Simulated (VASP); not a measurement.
Wanted: the native input for a VASP 6.6.1 run.

| Item | Value |
| --- | --- |
| Task | single point |
| Functional | PBE |
| Potentials or basis | VASP PAW PBE potentials, release 64 (V_sv, F) |
| Cutoff | 520 eV |
| k mesh | 6 × 6 × 4 |
| Occupations | gaussian, width 0.1 eV |
| Spin | collinear spin, ferromagnetic start |
| Starting moments | [2.66, 2.66, 0.0, 0.0, 0.0] μB |
| Dipole correction | no |
| Further INCAR settings | ALGO = Normal; EDIFF = 1e-07; NBANDS = 36 |

The structure of V2F3 lies in POSCAR:

```
V2F3
1.0
    3.3317976834      0.0000000000      0.0000000000
   -1.6658988417      2.8854214341      0.0000000000
    0.0000000000      0.0000000000      7.3141301059
V F
2 3
Direct
    0.3333333333      0.6666666667      0.2022769900
    0.6666666667      0.3333333333      0.7977230100
    0.0000000000      0.0000000000      0.0000000000
    0.3333333333      0.6666666667      0.6753871517
    0.6666666667      0.3333333333      0.3246128483
```

One way to write it, as run:

INCAR

```
PREC = Accurate
ENCUT = 520
EDIFF = 1E-7
ISMEAR = 0
SIGMA = 0.1
LREAL = F
LASPH = T
NELM = 150
ALGO = Normal
ISIF = 2
LWAVE = F
LCHARG = F
ISPIN = 2
MAGMOM = 2.66 2.66 0 0 0
LORBIT = 11
LMAXMIX = 4
GGA = PE
NBANDS = 36
```

KPOINTS

```
regular mesh
0
Gamma
  6 6 4
```

Potentials or basis: VASP PAW PBE potentials, release 64 (V_sv, F).

The run is started by

```sh
$ cat potpaw_PBE.64/V_sv/POTCAR potpaw_PBE.64/F/POTCAR > POTCAR
$ mpirun -np 1 vasp_std > vasp.out
```

It gave:

```json
{"Pressure": "0.1 GPa", "Largest force": "0.031 eV/Å", "Band gap on the k mesh": "zero (filled and empty bands overlap)", "Net moment": "6.96 μB per cell", "Site moments": "V +2.93; F +0.06, +0.03 (each value once) μB", "Valence electrons inside the program's atomic spheres": "V 11.33; F 6.05, 6.09 (each value once)"}
```

Caveat: the k points lie up to 0.36 Å⁻¹ apart; semilocal functionals often make such compounds metallic where correlation or magnetic order opens a gap, which also shifts bond lengths.

Wall time 77 s on 1 thread of Intel(R) Xeon(R) 6975P-C (Granite Rapids) (shared host), peak memory 0.26 GiB.
